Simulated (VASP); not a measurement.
# SiNi2 (P6_3/mmc) in VASP: notebook, part 2 of 2

VASP 6.6.1.

### Step 3. Single point, PBEsol (strain +0.030 along x and y, +0.000 along z)

INCAR reads:

```
SYSTEM = SiNi2
ALGO     = Fast           ! electronic algorithm
EDIFF    = 1E-6           ! SCF threshold, eV
ENCUT    = 520            ! plane-wave cutoff, eV
GGA      = PS             ! functional
ISIF     = 2              ! what is computed and relaxed
ISMEAR   = 0              ! smearing method
LASPH    = .TRUE.         ! aspherical terms in the spheres
LCHARG   = .FALSE.        ! write CHGCAR
LREAL    = .FALSE.        ! projectors in reciprocal space
LWAVE    = .FALSE.        ! write WAVECAR
NBANDS   = 33             ! bands
NELM     = 60             ! most SCF steps
PREC     = Accurate       ! precision mode
SIGMA    = 0.15           ! smearing width, eV
```

KPOINTS reads:

```
k-points
0
G
  12 12 10
  0 0 0
```

POSCAR reads:

```
SiNi2
1.0
    3.9845175335      0.0000000000      0.0000000000
   -1.9922587668      3.4506934059      0.0000000000
    0.0000000000      0.0000000000      4.9169852794
Si Ni
2 4
Direct
    0.3333333333      0.6666666667      0.7500000000
    0.6666666667      0.3333333333      0.2500000000
    0.0000000000      0.0000000000      0.0000000000
    0.0000000000      0.0000000000      0.5000000000
    0.3333333333      0.6666666667      0.2500000000
    0.6666666667      0.3333333333      0.7500000000
```

Potentials or basis: VASP PAW PBE potentials, release 64 (Si, Ni).

Command:

```
$ cat potpaw_PBE.64/Si/POTCAR potpaw_PBE.64/Ni/POTCAR > POTCAR
$ mpirun -np 1 vasp_std > vasp.out
```

OUTCAR:

```text
SYSTEM = SiNi2
   EDIFF = 1E-6
   ENCUT = 520
   GGA = PS
   ISIF = 2
   ISMEAR = 0
   LASPH = .TRUE.
   LREAL = .FALSE.
   NELM = 60
   PREC = Accurate

 ion  position               nearest neighbor table
   1  0.333  0.667  0.750-   6 2.30   6 2.30   6 2.30   5 2.46   5 2.46   3 2.61   4 2.61   4 2.61
                             3 2.61   4 2.61   3 2.61
   2  0.667  0.333  0.250-   5 2.30   5 2.30   5 2.30   6 2.46   6 2.46   3 2.61   4 2.61   3 2.61
                             4 2.61   3 2.61   4 2.61
   3  0.000  0.000  0.000-   4 2.46   4 2.46   1 2.61   5 2.61   6 2.61   2 2.61   2 2.61   6 2.61
                             1 2.61   5 2.61   2 2.61   6 2.61   1 2.61   5 2.61
   4  0.000  0.000  0.500-   3 2.46   3 2.46   1 2.61   5 2.61   6 2.61   2 2.61   2 2.61   6 2.61
                             1 2.61   5 2.61   2 2.61   6 2.61   1 2.61   5 2.61
   5  0.333  0.667  0.250-   2 2.30   2 2.30   2 2.30   1 2.46   1 2.46   3 2.61   4 2.61   4 2.61
                             3 2.61   4 2.61   3 2.61
   6  0.667  0.333  0.750-   1 2.30   1 2.30   1 2.30   2 2.46   2 2.46   3 2.61   4 2.61   3 2.61
                             4 2.61   3 2.61   4 2.61

  LATTYP: Found a hexagonal cell.
 ALAT       =     3.9845175335
 C/A-ratio  =     1.2340227488

  Lattice vectors:

 A1 = (   3.9845175335,   0.0000000000,   0.0000000000)
 A2 = (  -1.9922587668,   3.4506934059,   0.0000000000)
 A3 = (   0.0000000000,   0.0000000000,   4.9169852794)

Analysis of symmetry for initial positions (statically):
=====================================================================
 Subroutine PRICEL returns:
 Original cell was already a primitive cell.

 Routine SETGRP: Setting up the symmetry group for a
 hexagonal supercell.

 Subroutine GETGRP returns: Found 24 space group operations
 (whereof 12 operations were pure point group operations)
 out of a pool of 24 trial point group operations.

The static configuration has the point symmetry D_3d.
 The point group associated with its full space group is D_6h.

Analysis of symmetry for dynamics (positions and initial velocities):
=====================================================================
 Subroutine PRICEL returns:
 Original cell was already a primitive cell.

 Routine SETGRP: Setting up the symmetry group for a
 hexagonal supercell.

 Subroutine GETGRP returns: Found 24 space group operations
 (whereof 12 operations were pure point group operations)
 out of a pool of 24 trial point group operations.

The dynamic configuration has the point symmetry D_3d.
 The point group associated with its full space group is D_6h.

 Subroutine INISYM returns: Found 24 space group operations
 (whereof 12 operations are pure point group operations),
 and found     1 'primitive' translations

----------------------------------------------------------------------------------------

                                     Primitive cell

  volume of cell :      67.6053

  direct lattice vectors                    reciprocal lattice vectors
     3.984517534  0.000000000  0.000000000     0.250971414  0.144898414  0.000000000
    -1.992258767  3.450693406  0.000000000     0.000000000  0.289796827  0.000000000
     0.000000000  0.000000000  4.916985279     0.000000000  0.000000000  0.203376651

  length of vectors
[... 52 lines left out ...]
  0.416667 -0.000000  0.000000      6.000000
[... 16 lines left out ...]
  0.250000 -0.000000  0.100000     12.000000
  0.333333 -0.000000  0.100000     12.000000
 [... further k-points ...]
   k-points           NKPTS =    114   k-points in BZ     NKDIM =    114   number of bands    NBANDS=     33
   number of dos      NEDOS =    301   number of ions     NIONS =      6
   total plane-waves  NPLWV =  36000
   dimension x,y,z NGX =    30 NGY =   30 NGZ =   40
   dimension x,y,z NGXF=    60 NGYF=   60 NGZF=   80
   ions per type =               2   4
   NGX,Y,Z   is equivalent  to a cutoff of  12.52, 12.52, 13.52 a.u.
   NGXF,Y,Z  is equivalent  to a cutoff of  25.03, 25.03, 27.05 a.u.
 SYSTEM =  SiNi2
   PREC   = accura    normal or accurate (medium, high low for compatibility)
   ISTART =      0    job   : 0-new  1-cont  2-samecut
   ICHARG =      2    charge: 1-file 2-atom 10-const
   ISPIN  =      1    spin polarized calculation?
   LNONCOLLINEAR =      F non collinear calculations
   LSORBIT =      F    spin-orbit coupling
   LASPH  =      T    aspherical Exc in radial PAW
   ENCUT  =  520.0 eV  38.22 Ry    6.18 a.u.   7.41  7.41  9.14*2*pi/ulx,y,z
   NELM   =     60;   NELMIN=  2; NELMDL= -5     # of ELM steps
   EDIFF  = 0.1E-05   stopping-criterion for ELM
   LREAL  =      F    real-space projection
   EDIFFG = 0.1E-04   stopping-criterion for IOM
   NSW    =      0    number of steps for IOM
   IBRION =     -1    ionic relax: 0-MD 1-quasi-New 2-CG
   NFREE  =      0    steps in history (QN), initial steepest desc. (CG)
   ISIF   =      2    stress and relaxation
   ISYM   =      2    0-nonsym 1-usesym 2-fastsym
   POTIM  = 0.5000    time-step for ionic-motion
   TEBEG  =    0.0;   TEEND  =   0.0 temperature during run
   PSTRESS=    0.0 pullay stress
   NELECT =      48.0000    total number of electrons
   NUPDOWN=      -1.0000    fix difference up-down
   EMIN   =  10.00;   EMAX   =-10.00  energy-range for DOS
   EFERMI =   0.00;   METHOD = LEGACY
   ISMEAR =     0;   SIGMA  =   0.15  broadening in eV -4-tet -1-fermi 0-gaus
   EFERMI_NEDOS =   21; number of points for ismear=-14 and -15
   IALGO  =     68    algorithm
   IMIX   =      4    mixing-type and parameters
     AMIX     =   0.40;   BMIX     =  1.00
     AMIX_MAG =   1.60;   BMIX_MAG =  1.00
  volume/ion in A,a.u.               =      11.27        76.04
  Fermi-wavevector in a.u.,A,eV,Ry     =   1.460478  2.759902 29.021157  2.132995
  Thomas-Fermi vector in A             =   2.576922
   LORBIT       =      0    0 simple, 1 ext, 2 COOP (PROOUT), +10 PAW based schemes
   GGA     = PS    functional components
   LHFCALC =     F    Hartree Fock is set to
   AEXX    =    0.0000 exact exchange contribution
   IVDW    =     0    specifies the selected vdW correction
   LEPSILON=     F    determine dielectric tensor
   LRPA    =     F    only Hartree local field effects (RPA)
 non-spin polarized calculation
 RMM-DIIS sequential band-by-band and
 Gauss-broadening in eV      SIGMA  =   0.15
  energy-cutoff  :      520.00
  volume of cell :       67.61
 maximum number of plane-waves:      1849
 NGX is ok and might be reduce to    30
   NGX = 15   NGY = 15   NGZ = 19

 number of electron      48.0000015 magnetization

 Free energy of the ion-electron system (eV)
  ---------------------------------------------------
  ext. energy  EPLUGINS =         0.00000000
  ---------------------------------------------------
  free energy    TOTEN  =       -39.38418502 eV

  energy without entropy =      -39.34304488  energy(sigma->0) =      -39.36361495

 E-fermi :  10.5156     XC(G=0): -12.9040

 val. band max:       10.5118311779   @ k =   0.2500  -0.0000   0.4000
 cond. band min:      10.5157545373   @ k =   0.4167  -0.0000   0.3000
 fundamental gap:      0.0039233594
 Fermi energy:        10.5155802978

 k-point     1 :       0.0000    0.0000    0.0000
  band No.  band energies     occupation
      1      -1.8068      2.00000
      2       2.6417      2.00000
      3       4.4015      2.00000
      4       5.6791      2.00000
      5       5.6791      2.00000
      6       6.7959      2.00000
[... 853 lines left out ...]
     32      17.3528      0.00000
     33      18.3058      0.00000

 [... further k-points ...]

------------------------ aborting loop because EDIFF is reached ----------------------------------------

  FORCE on cell =-STRESS in cart. coord.  units (eV):
  Direction    XX          YY          ZZ          XY          YZ          ZX
  --------------------------------------------------------------------------------------
  -------------------------------------------------------------------------------------
  Total       -6.2153287     -6.2153287     -2.5499739      0.0000000      0.0000000      0.0000000
  in kB     -147.2969168   -147.2969168    -60.4317682      0.0000000      0.0000000      0.0000000
  external PRESSURE =    -118.3418673 kB  Pullay stress =       0.0000000 kB

 VOLUME and BASIS-vectors are now :
 -----------------------------------------------------------------------------
  energy-cutoff  :      520.00
  volume of cell :       67.61
      direct lattice vectors                 reciprocal lattice vectors
     3.984517534  0.000000000  0.000000000     0.250971414  0.144898414  0.000000000
    -1.992258767  3.450693406  0.000000000     0.000000000  0.289796827  0.000000000
     0.000000000  0.000000000  4.916985279     0.000000000  0.000000000  0.203376651

 POSITION                                       TOTAL-FORCE (eV/Angst)
 -----------------------------------------------------------------------------------
     -0.00000      2.30046      3.68774        -0.000000      0.000000      0.000000
      1.99226      1.15023      1.22925         0.000000     -0.000000      0.000000
      0.00000      0.00000      0.00000        -0.000000      0.000000      0.000000
      0.00000      0.00000      2.45849        -0.000000      0.000000      0.000000
     -0.00000      2.30046      1.22925         0.000000     -0.000000      0.000000
      1.99226      1.15023      3.68774        -0.000000     -0.000000      0.000000
 -----------------------------------------------------------------------------------
    total drift:                                0.000000     -0.000000      0.000000

  FREE ENERGIE OF THE ION-ELECTRON SYSTEM (eV)
  ---------------------------------------------------
  free  energy   TOTEN  =       -39.3841850229 eV

  energy  without entropy=      -39.3430448806  energy(sigma->0) =      -39.36361495
```

It took 2.6 min on 1 thread of Intel Xeon 6975P-C (Granite Rapids), shared host; peak memory 0.32 GiB.

What came out:

- Free energy: -39.3842 eV
- Pressure: -11.8 GPa
- Band gap on the k mesh: zero (band 24 reaches 12.79 eV, above the bottom of band 25 at 9.99 eV)

Caveat: the cell differs from its parent crystal (strain +0.030 along x and y, +0.000 along z); the PAW data sets were made with another functional, which shifts forces and pressure a little. Spin polarisation is off, so any magnetic state and its effect on volume and gap are missing.

### Step 4. Single point, PBEsol (strain +0.015 along x and y, +0.030 along z)

INCAR reads:

```
SYSTEM = SiNi2
PREC = Accurate
ENCUT = 520
EDIFF = 1E-6
ISMEAR = 0
SIGMA = 0.15
LREAL = .False.
LASPH = .True.
NELM = 60
ALGO = Fast
ISIF = 2
LWAVE = .False.
LCHARG = .False.
GGA = PS
NBANDS = 33
```

KPOINTS reads:

```
Automatic mesh
0
Gamma
  12 12 10
  0 0 0
```

POSCAR, as its differences from that of step 3:

```diff
@@ -2,5 +2,5 @@
 1.0
-    3.9845175335      0.0000000000      0.0000000000
-   -1.9922587668      3.4506934059      0.0000000000
-    0.0000000000      0.0000000000      4.9169852794
+    3.9264905792      0.0000000000      0.0000000000
+   -1.9632452896      3.4004405893      0.0000000000
+    0.0000000000      0.0000000000      5.0644948378
 Si Ni
```

Command:

```
$ cat potpaw_PBE.64/Si/POTCAR potpaw_PBE.64/Ni/POTCAR > POTCAR
$ mpirun -np 1 vasp_std > vasp.out
```

Wall time 3 min (1 thread of Intel Xeon 6975P-C (Granite Rapids), shared host); peak memory 0.32 GiB.

Results (log left out):

```
Free energy            : -39.4258 eV
Pressure               : -11.1 GPa
Band gap on the k mesh : zero (band 24 reaches 13.13 eV, above the bottom of band 25 at 9.91 eV)
```

Stress tensor (GPa, compression positive):
```
-10.63   0.00   0.00
  0.00 -10.63   0.00
  0.00   0.00 -12.14
```

Levels at points of the mesh, in eV from the Fermi level:
| k point | band 20 | band 21 | band 22 | band 23 | band 24 | band 25 | band 26 | band 27 | band 28 | band 29 |
| --- | --- | --- | --- | --- | --- | --- | --- | --- | --- | --- |
| (0.00, 0.00, 0.00) | -1.20 | -0.59 | -0.59 | 0.08 | 2.59 | 2.77 | 2.77 | 2.78 | 2.78 | 3.20 |
| (0.50, 0.00, 0.00) | -1.42 | -1.30 | -1.15 | -0.96 | -0.66 | -0.55 | 0.99 | 1.77 | 2.89 | 3.51 |
| (0.00, 0.00, 0.50) | -1.18 | -1.18 | -1.18 | 1.95 | 1.95 | 3.21 | 3.21 | 3.21 | 3.21 | 4.05 |
| (0.50, 0.00, 0.50) | -1.59 | -1.19 | -1.19 | -0.88 | -0.88 | 0.92 | 0.92 | 2.78 | 2.78 | 5.44 |

Caveat: the cell differs from its parent crystal (strain +0.015 along x and y, +0.030 along z); the PAW data sets were made with another functional, which shifts forces and pressure a little. Spin polarisation is off, so any magnetic state and its effect on volume and gap are missing.

### Step 5. The runs side by side

```tsv
cell	gap on the mesh (eV)	pressure (GPa)
a = 3.926, b = 3.926, c = 4.991 Å, angles 90.0, 90.0, 120.0°, 6 atoms	none	-8.9
a = 3.985, b = 3.985, c = 4.917 Å, angles 90.0, 90.0, 120.0°, 6 atoms	none	-11.8
a = 3.926, b = 3.926, c = 5.064 Å, angles 90.0, 90.0, 120.0°, 6 atoms	none	-11.1
```

Alike in all rows: task single point; level PBEsol; potentials or basis VASP PAW PBE potentials, release 64 (Si, Ni); no spin polarisation; k mesh 12 × 12 × 10; cutoff (eV) 520; smearing gaussian 0.15 eV.

Caveats: the PAW data sets were made with another functional, which shifts forces and pressure a little.

Total energies depend on the potentials used, so only differences within one code and one set of settings carry meaning.
